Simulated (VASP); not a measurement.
# NaHfO (P-6m2) in VASP: a series of runs

The runs below take NaHfO through single point, relaxation of cell and atoms, with PBE.

All numbers are computed with VASP 6.6.1; they aren't measurements. Logs are shortened: lines on timing, memory, paths and dates and some standing lists are left out, and cuts for length are marked.

## (1) The cell of the first run

Symmetry: P-6m2, No. 187, hexagonal system. The conventional cell has a = 3.780 Å, b = 3.780 Å, c = 4.505 Å, α = 90.00°, β = 90.00°, γ = 120.00°. Within 4.1 Å of Na (site symmetry -6m2) lie 6 Hf at 3.14 Å and 6 O at 3.14 Å and 6 Na at 3.78 Å. Hf (site symmetry -6m2) has 3 O at 2.18 Å within 2.9 Å. Within 2.9 Å of O (site symmetry -6m2) lie 3 Hf at 2.18 Å.

The cell was built from a structure type or drawn by symmetry, and may not be a known phase.

## (2) Single point, PBE

INCAR

```
  PREC = Accurate
  ENCUT = 520
  EDIFF = 1E-7
  ISMEAR = 0
  SIGMA = 0.1
  LREAL = F
  LASPH = T
  NELM = 100
  ALGO = Normal
  ISIF = 2
  LWAVE = F
  LCHARG = T
  GGA = PE
  LELF = T
  LVHAR = T
  NBANDS = 18
```

KPOINTS

```
Automatic mesh
0
Gamma
  6 6 4
```

POSCAR

```
NaHfO
1.0
    3.7804585200      0.0000000000      0.0000000000
   -1.8902292600      3.2739731200      0.0000000000
    0.0000000000      0.0000000000      4.5046924800
Na Hf O
1 1 1
Direct
    0.0000000000      0.0000000000      0.0000000000
    0.6666666700      0.3333333300      0.5000000000
    0.3333333300      0.6666666700      0.5000000000
```

Potentials or basis: VASP PAW PBE potentials, release 64 (Na_pv, Hf_pv, O).

Run with:

```bash
$ cat potpaw_PBE.64/Na_pv/POTCAR potpaw_PBE.64/Hf_pv/POTCAR potpaw_PBE.64/O/POTCAR > POTCAR
$ mpirun -np 1 vasp_std > vasp.out
```

OUTCAR:

```text
PREC = Accurate
   ENCUT = 520
   EDIFF = 1E-7
   ISMEAR = 0
   LREAL = F
   LASPH = T
   NELM = 100
   ISIF = 2
   GGA = PE

 ion  position               nearest neighbor table
   1  0.000  0.000  0.000-   2 3.14   2 3.14   2 3.14   2 3.14   2 3.14   2 3.14
   2  0.667  0.333  0.500-   3 2.18   3 2.18   3 2.18   1 3.14   1 3.14   1 3.14   1 3.14   1 3.14
                             1 3.14
   3  0.333  0.667  0.500-   2 2.18   2 2.18   2 2.18

  LATTYP: Found a hexagonal cell.
 ALAT       =     3.7804585200
 C/A-ratio  =     1.1915730476

  Lattice vectors:

 A1 = (   3.7804585200,   0.0000000000,   0.0000000000)
 A2 = (  -1.8902292600,   3.2739731200,   0.0000000000)
 A3 = (   0.0000000000,   0.0000000000,   4.5046924800)

Analysis of symmetry for initial positions (statically):
=====================================================================
 Subroutine PRICEL returns:
 Original cell was already a primitive cell.

 Routine SETGRP: Setting up the symmetry group for a
 hexagonal supercell.

 Subroutine GETGRP returns: Found 12 space group operations
 (whereof 12 operations were pure point group operations)
 out of a pool of 24 trial point group operations.

The static configuration has the point symmetry D_3h.

Analysis of symmetry for dynamics (positions and initial velocities):
=====================================================================
 Subroutine PRICEL returns:
 Original cell was already a primitive cell.

 Routine SETGRP: Setting up the symmetry group for a
 hexagonal supercell.

 Subroutine GETGRP returns: Found 12 space group operations
 (whereof 12 operations were pure point group operations)
 out of a pool of 24 trial point group operations.

The dynamic configuration has the point symmetry D_3h.

 Subroutine INISYM returns: Found 12 space group operations
 (whereof 12 operations are pure point group operations),
 and found     1 'primitive' translations

----------------------------------------------------------------------------------------

                                     Primitive cell

  volume of cell :      55.7551

  direct lattice vectors                    reciprocal lattice vectors
     3.780458520  0.000000000  0.000000000     0.264518178  0.152719641  0.000000000
    -1.890229260  3.273973120  0.000000000     0.000000000  0.305439282  0.000000000
     0.000000000  0.000000000  4.504692480     0.000000000  0.000000000  0.221990736

  length of vectors
     3.780458520  3.780458523  4.504692480     0.305439283  0.305439282  0.221990736

  position of ions in fractional coordinates (direct lattice)
     0.000000000  0.000000000  0.000000000
     0.666666670  0.333333330  0.500000000
     0.333333330  0.666666670  0.500000000

  ion indices of the primitive-cell ions
   primitive index   ion index
                 1           1
                 2           2
                 3           3

----------------------------------------------------------------------------------------

 KPOINTS: Automatic mesh

Automatic generation of k-mesh.
 Grid dimensions read from file:
 generate k-points for:    6    6    4

 Generating k-lattice:

  Cartesian coordinates                     Fractional coordinates (reciprocal lattice)
     0.044086363  0.025453274  0.000000000     0.166666667  0.000000000  0.000000000
     0.000000000  0.050906547  0.000000000     0.000000000  0.166666667  0.000000000
     0.000000000  0.000000000  0.055497684     0.000000000  0.000000000  0.250000000

  Length of vectors
     0.050906547  0.050906547  0.055497684

  Shift w.r.t. Gamma in fractional coordinates (k-lattice)
     0.000000000  0.000000000  0.000000000

 Subroutine IBZKPT returns following result:
 ===========================================

 Found     21 irreducible k-points:

 Following reciprocal coordinates:
            Coordinates               Weight
  0.000000  0.000000  0.000000      1.000000
  0.166667  0.000000  0.000000      6.000000
  0.333333  0.000000  0.000000      6.000000
  0.500000  0.000000  0.000000      3.000000
  0.166667  0.166667  0.000000      6.000000
  0.333333  0.166667  0.000000     12.000000
[... 13 lines left out ...]
  0.333333  0.166667  0.500000     12.000000
  0.333333  0.333333  0.500000      2.000000
   k-points           NKPTS =     21   k-points in BZ     NKDIM =     21   number of bands    NBANDS=     18
   number of dos      NEDOS =    301   number of ions     NIONS =      3
   total plane-waves  NPLWV =  28224
   dimension x,y,z NGX =    28 NGY =   28 NGZ =   36
   dimension x,y,z NGXF=    56 NGYF=   56 NGZF=   72
   ions per type =               1   1   1
   NGX,Y,Z   is equivalent  to a cutoff of  12.31, 12.31, 13.29 a.u.
   NGXF,Y,Z  is equivalent  to a cutoff of  24.63, 24.63, 26.57 a.u.
 SYSTEM =  unknown system
   PREC   = accura    normal or accurate (medium, high low for compatibility)
   ISTART =      0    job   : 0-new  1-cont  2-samecut
   ICHARG =      2    charge: 1-file 2-atom 10-const
   ISPIN  =      1    spin polarized calculation?
   LNONCOLLINEAR =      F non collinear calculations
   LSORBIT =      F    spin-orbit coupling
   LASPH  =      T    aspherical Exc in radial PAW
   ENCUT  =  520.0 eV  38.22 Ry    6.18 a.u.   7.03  7.03  8.38*2*pi/ulx,y,z
   NELM   =    100;   NELMIN=  2; NELMDL= -5     # of ELM steps
   EDIFF  = 0.1E-06   stopping-criterion for ELM
   LREAL  =      F    real-space projection
   EDIFFG = 0.1E-05   stopping-criterion for IOM
   NSW    =      0    number of steps for IOM
   IBRION =     -1    ionic relax: 0-MD 1-quasi-New 2-CG
   NFREE  =      0    steps in history (QN), initial steepest desc. (CG)
   ISIF   =      2    stress and relaxation
   ISYM   =      2    0-nonsym 1-usesym 2-fastsym
   POTIM  = 0.5000    time-step for ionic-motion
   TEBEG  =    0.0;   TEEND  =   0.0 temperature during run
   PSTRESS=    0.0 pullay stress
   NELECT =      23.0000    total number of electrons
   NUPDOWN=      -1.0000    fix difference up-down
   EMIN   =  10.00;   EMAX   =-10.00  energy-range for DOS
   EFERMI =   0.00;   METHOD = LEGACY
   ISMEAR =     0;   SIGMA  =   0.10  broadening in eV -4-tet -1-fermi 0-gaus
   EFERMI_NEDOS =   21; number of points for ismear=-14 and -15
   IALGO  =     38    algorithm
   IMIX   =      4    mixing-type and parameters
     AMIX     =   0.40;   BMIX     =  1.00
     AMIX_MAG =   1.60;   BMIX_MAG =  1.00
  volume/ion in A,a.u.               =      18.59       125.42
  Fermi-wavevector in a.u.,A,eV,Ry     =   1.218679  2.302969 20.207068  1.485178
  Thomas-Fermi vector in A             =   2.353957
   LORBIT       =      0    0 simple, 1 ext, 2 COOP (PROOUT), +10 PAW based schemes
   GGA     = PE    functional components
   LHFCALC =     F    Hartree Fock is set to
   AEXX    =    0.0000 exact exchange contribution
   IVDW    =     0    specifies the selected vdW correction
   LEPSILON=     F    determine dielectric tensor
   LRPA    =     F    only Hartree local field effects (RPA)
 non-spin polarized calculation
 Gauss-broadening in eV      SIGMA  =   0.10
  energy-cutoff  :      520.00
  volume of cell :       55.76
 maximum number of plane-waves:      1518
   NGX = 15   NGY = 15   NGZ = 17

 number of electron      22.9999980 magnetization

 Free energy of the ion-electron system (eV)
  ---------------------------------------------------
  ext. energy  EPLUGINS =         0.00000000
  ---------------------------------------------------
  free energy    TOTEN  =       -19.04478850 eV

  energy without entropy =      -19.03694803  energy(sigma->0) =      -19.04086826

 E-fermi :   3.6945     XC(G=0):  -9.5960

 val. band max:        3.6682347193   @ k =   0.3333   0.0000   0.5000
 cond. band min:       3.7836961478   @ k =   0.3333   0.3333   0.0000
 fundamental gap:      0.1154614286
 Fermi energy:         3.6944938433

 k-point     1 :       0.0000    0.0000    0.0000
  band No.  band energies     occupation
      1     -28.4564      2.00000
      2     -28.3588      2.00000
      3     -28.3588      2.00000
      4     -20.6851      2.00000
      5     -20.6067      2.00000
      6     -20.6067      2.00000
[... 10 lines left out ...]
     17       8.6488      0.00000
     18      10.5615      0.00000

 k-point     2 :       0.1667    0.0000    0.0000
  band No.  band energies     occupation
      1     -28.4526      2.00000
      2     -28.4091      2.00000
      3     -28.3678      2.00000
      4     -20.6853      2.00000
      5     -20.6145      2.00000
      6     -20.6082      2.00000
[... 10 lines left out ...]
     17       8.8629      0.00000
     18       9.7142      0.00000

 k-point     3 :       0.3333    0.0000    0.0000
  band No.  band energies     occupation
      1     -28.5073      2.00000
      2     -28.4451      2.00000
      3     -28.3859      2.00000
      4     -20.6856      2.00000
      5     -20.6295      2.00000
      6     -20.6113      2.00000
[... 10 lines left out ...]
     17       8.7307      0.00000
     18       9.5935      0.00000

 k-point     4 :       0.5000    0.0000    0.0000
  band No.  band energies     occupation
      1     -28.5553      2.00000
      2     -28.4414      2.00000
      3     -28.3949      2.00000
      4     -20.6858      2.00000
      5     -20.6368      2.00000
      6     -20.6128      2.00000
[... 312 lines left out ...]
      4     -20.6905      2.00000
      5     -20.6219      2.00000
      6     -20.6126      2.00000
[... 10 lines left out ...]
     17       7.6652      0.00000
     18      11.2221      0.00000

 k-point    20 :       0.3333    0.1667    0.5000
  band No.  band energies     occupation
      1     -28.5363      2.00000
      2     -28.4492      2.00000
      3     -28.4141      2.00000
      4     -20.6866      2.00000
      5     -20.6296      2.00000
      6     -20.6172      2.00000
[... 10 lines left out ...]
     17       8.8019      0.00000
     18      10.2140      0.00000

 k-point    21 :       0.3333    0.3333    0.5000
  band No.  band energies     occupation
      1     -28.5341      2.00000
      2     -28.4475      2.00000
      3     -28.4455      2.00000
      4     -20.6854      2.00000
      5     -20.6270      2.00000
      6     -20.6240      2.00000
[... 10 lines left out ...]
     17       9.9516      0.00000
     18      10.4985      0.00000

------------------------ aborting loop because EDIFF is reached ----------------------------------------

  FORCE on cell =-STRESS in cart. coord.  units (eV):
  Direction    XX          YY          ZZ          XY          YZ          ZX
  --------------------------------------------------------------------------------------
  -------------------------------------------------------------------------------------
  Total       -3.5161288     -3.5161288      3.1857041      0.0000000      0.0000000      0.0000000
  in kB     -101.0393682   -101.0393684     91.5442955      0.0000000      0.0000000      0.0000000
  external PRESSURE =     -36.8448137 kB  Pullay stress =       0.0000000 kB

 VOLUME and BASIS-vectors are now :
 -----------------------------------------------------------------------------
  energy-cutoff  :      520.00
  volume of cell :       55.76
      direct lattice vectors                 reciprocal lattice vectors
     3.780458520  0.000000000  0.000000000     0.264518178  0.152719641  0.000000000
    -1.890229260  3.273973120  0.000000000     0.000000000  0.305439282  0.000000000
     0.000000000  0.000000000  4.504692480     0.000000000  0.000000000  0.221990736

 POSITION                                       TOTAL-FORCE (eV/Angst)
 -----------------------------------------------------------------------------------
      0.00000      0.00000      0.00000        -0.000000      0.000000      0.000000
      1.89023      1.09132      2.25235        -0.000000     -0.000000      0.000000
     -0.00000      2.18265      2.25235         0.000000      0.000000      0.000000
 -----------------------------------------------------------------------------------
    total drift:                                0.000018     -0.000010      0.000000

  FREE ENERGIE OF THE ION-ELECTRON SYSTEM (eV)
  ---------------------------------------------------
  free  energy   TOTEN  =       -19.0447884953 eV

  energy  without entropy=      -19.0369480260  energy(sigma->0) =      -19.04086826
```

Run time: 19 s. Hardware: 1 thread of Intel Xeon Platinum 8259CL at 2.50GHz (Skylake/Cascade Lake), shared host; peak memory 0.18 GiB.

Results:

```
Free energy            : -19.0448 eV
Pressure               : -3.7 GPa
Band gap on the k mesh : zero (an odd number of electrons rules out a gap without spin polarisation)
```

Levels at points of the mesh, in eV from the Fermi level:
```tsv
k point	band 8	band 9	band 10	band 11	band 12	band 13	band 14	band 15
(0.00, 0.00, 0.00)	-6.52	-6.52	-4.91	-3.87	0.43	1.66	1.66	4.67
(0.50, 0.00, 0.00)	-6.78	-5.42	-5.29	-1.65	-0.27	1.13	1.29	2.62
(0.00, 0.00, 0.50)	-6.51	-6.51	-5.56	-1.18	-0.26	1.30	1.30	1.39
(0.50, 0.00, 0.50)	-6.67	-5.63	-5.41	-0.06	0.12	0.72	1.10	1.61
```

Caveat: the cell stands under tension; spin-orbit coupling is left out, which moves the levels of the heavy elements; an odd number of electrons without spin polarisation forces a metal; a magnetic or distorted state may lie lower.

## (3) Single point, PBE

This run uses another cell than the first one, of 22.47 Å³/atom.

INCAR

```
  PREC = Accurate
  ENCUT = 520
  EDIFF = 1E-7
  ISMEAR = 0
  SIGMA = 0.1
  LREAL = False
  LASPH = True
  NELM = 80
  ALGO = Normal
  ISIF = 2
  LWAVE = False
  LCHARG = False
  GGA = PE
  NBANDS = 18
```

KPOINTS

```
regular mesh
0
Gamma
  12 12 10
```

POSCAR

```
NaHfO
1.0
    3.5379667856      0.0000000000      0.0000000000
   -1.7689833928      3.0639691141      0.0000000000
    0.0000000000      0.0000000000      6.2189403140
Na Hf O
1 1 1
Direct
    0.0000000000      0.0000000000      0.0000000000
    0.6666666667      0.3333333333      0.5000000000
    0.3333333333      0.6666666667      0.5000000000
```

Potentials or basis: VASP PAW PBE potentials, release 64 (Na_pv, Hf_pv, O).

Run with:

```bash
$ cat potpaw_PBE.64/Na_pv/POTCAR potpaw_PBE.64/Hf_pv/POTCAR potpaw_PBE.64/O/POTCAR > POTCAR
$ mpirun -np 1 vasp_std > vasp.out
```

Run time: 1.7 min. Hardware: 1 thread of Intel Xeon Platinum 8259CL at 2.50GHz (Skylake/Cascade Lake), shared host; peak memory 0.29 GiB.

Results (log left out):

| Quantity | Value |
| --- | --- |
| Free energy | -20.0627 eV |
| Pressure | -0.6 GPa |
| Band gap on the k mesh | zero (an odd number of electrons rules out a gap without spin polarisation) |

Stress tensor (GPa, compression positive):
```
-0.91  0.00  0.00
 0.00 -0.91  0.00
 0.00  0.00 -0.08
```

Levels at points of the mesh, in eV from the Fermi level:
| k point | band 7 | band 8 | band 9 | band 10 | band 11 | band 12 | band 13 | band 14 | band 15 | band 16 |
| --- | --- | --- | --- | --- | --- | --- | --- | --- | --- | --- |
| (0.00, 0.00, 0.00) | -20.99 | -7.56 | -7.56 | -5.75 | -3.57 | 0.97 | 1.37 | 2.17 | 2.17 | 2.84 |
| (0.50, 0.00, 0.00) | -20.09 | -7.43 | -6.21 | -5.97 | -0.81 | 0.13 | 0.95 | 1.45 | 2.45 | 3.92 |
| (0.00, 0.00, 0.50) | -20.99 | -7.56 | -7.56 | -5.89 | -2.32 | -1.63 | 1.37 | 2.16 | 2.16 | 6.17 |
| (0.50, 0.00, 0.50) | -20.09 | -7.43 | -6.24 | -5.97 | -0.26 | 0.34 | 0.57 | 1.43 | 1.57 | 3.92 |

Caveat: spin-orbit coupling is left out, which moves the levels of the heavy elements; an odd number of electrons without spin polarisation forces a metal; a magnetic or distorted state may lie lower.

## (4) Single point, PBE

This run uses another cell than the first one, of 22.47 Å³/atom.

INCAR

```
SYSTEM = NaHfO
PREC = Accurate
ENCUT = 520
EDIFF = 1E-6
ISMEAR = 0
SIGMA = 0.1
LREAL = .FALSE.
LASPH = .TRUE.
NELM = 80
ALGO = Normal
ISIF = 2
LWAVE = .FALSE.
LCHARG = .FALSE.
GGA = PE
NBANDS = 18
```

KPOINTS

```
regular mesh
0
G
  18 18 8
  0 0 0
```

POSCAR is that of step 3.

Run with:

```bash
$ cat potpaw_PBE.64/Na_pv/POTCAR potpaw_PBE.64/Hf_pv/POTCAR potpaw_PBE.64/O/POTCAR > POTCAR
$ mpirun -np 1 vasp_std > vasp.out
```

It took 2.5 min on 1 thread of Intel Xeon Platinum 8259CL at 2.50GHz (Skylake/Cascade Lake), shared host; peak memory 0.37 GiB.

It converged, with:

```
Free energy            : -20.0638 eV
Pressure               : -0.6 GPa
Band gap on the k mesh : zero (an odd number of electrons rules out a gap without spin polarisation)
```

Stress tensor (GPa, compression positive):
```
-0.88  0.00  0.00
 0.00 -0.88  0.00
 0.00  0.00 -0.07
```

Levels at points of the mesh, in eV from the Fermi level:
| k point | band 9 | band 10 | band 11 | band 12 | band 13 | band 14 |
| --- | --- | --- | --- | --- | --- | --- |
| (0.00, 0.00, 0.00) | -7.54 | -5.74 | -3.56 | 0.99 | 1.39 | 2.19 |
| (0.50, 0.00, 0.00) | -6.20 | -5.95 | -0.79 | 0.15 | 0.96 | 1.47 |
| (0.00, 0.00, 0.50) | -7.54 | -5.87 | -2.30 | -1.62 | 1.39 | 2.17 |
| (0.50, 0.00, 0.50) | -6.22 | -5.95 | -0.24 | 0.36 | 0.58 | 1.44 |

Caveat: spin-orbit coupling is left out, which moves the levels of the heavy elements; an odd number of electrons without spin polarisation forces a metal; a magnetic or distorted state may lie lower.

## (5) Single point, PBE

This run uses another cell than the first one, of 22.47 Å³/atom.

INCAR

```
PREC     = Accurate       # precision mode
ENCUT    = 520            # plane-wave cutoff, eV
EDIFF    = 1E-6           # SCF threshold, eV
ISMEAR   = 0              # smearing method
SIGMA    = 0.1            # smearing width, eV
LREAL    = False          # projectors in reciprocal space
LASPH    = True           # aspherical terms in the spheres
NELM     = 100            # most SCF steps
ALGO     = Normal         # electronic algorithm
ISIF     = 2              # what is computed and relaxed
LWAVE    = False          # write WAVECAR
LCHARG   = True           # write CHGCAR
GGA      = PE             # functional
LELF     = True           # ELF
LVHAR    = True         
NBANDS   = 18             # bands
```

KPOINTS

```
Automatic mesh
0
Gamma
  18 18 8
```

POSCAR is that of step 4.

Run with:

```bash
$ cat potpaw_PBE.64/Na_pv/POTCAR potpaw_PBE.64/Hf_pv/POTCAR potpaw_PBE.64/O/POTCAR > POTCAR
$ mpirun -np 1 vasp_std > vasp.out
```

It took 2.6 min on 1 thread of Intel Xeon Platinum 8259CL at 2.50GHz (Skylake/Cascade Lake), shared host; peak memory 0.36 GiB.

The run converged. Its results:

```yaml
Free_energy: -20.0638 eV
Pressure: -0.6 GPa
Band_gap_on_the_k_mesh: zero (an odd number of electrons rules out a gap without spin polarisation)
```

Stress tensor (GPa, compression positive):
```
-0.88  0.00  0.00
 0.00 -0.88  0.00
 0.00  0.00 -0.07
```

Levels at points of the mesh, in eV from the Fermi level:
| k point | band 9 | band 10 | band 11 | band 12 | band 13 | band 14 |
| --- | --- | --- | --- | --- | --- | --- |
| (0.00, 0.00, 0.00) | -7.54 | -5.74 | -3.56 | 0.99 | 1.39 | 2.19 |
| (0.50, 0.00, 0.00) | -6.20 | -5.95 | -0.79 | 0.15 | 0.96 | 1.47 |
| (0.00, 0.00, 0.50) | -7.54 | -5.87 | -2.30 | -1.62 | 1.39 | 2.17 |
| (0.50, 0.00, 0.50) | -6.22 | -5.95 | -0.24 | 0.36 | 0.58 | 1.44 |

Caveat: spin-orbit coupling is left out, which moves the levels of the heavy elements; an odd number of electrons without spin polarisation forces a metal; a magnetic or distorted state may lie lower.

[end of part 1 of 2]
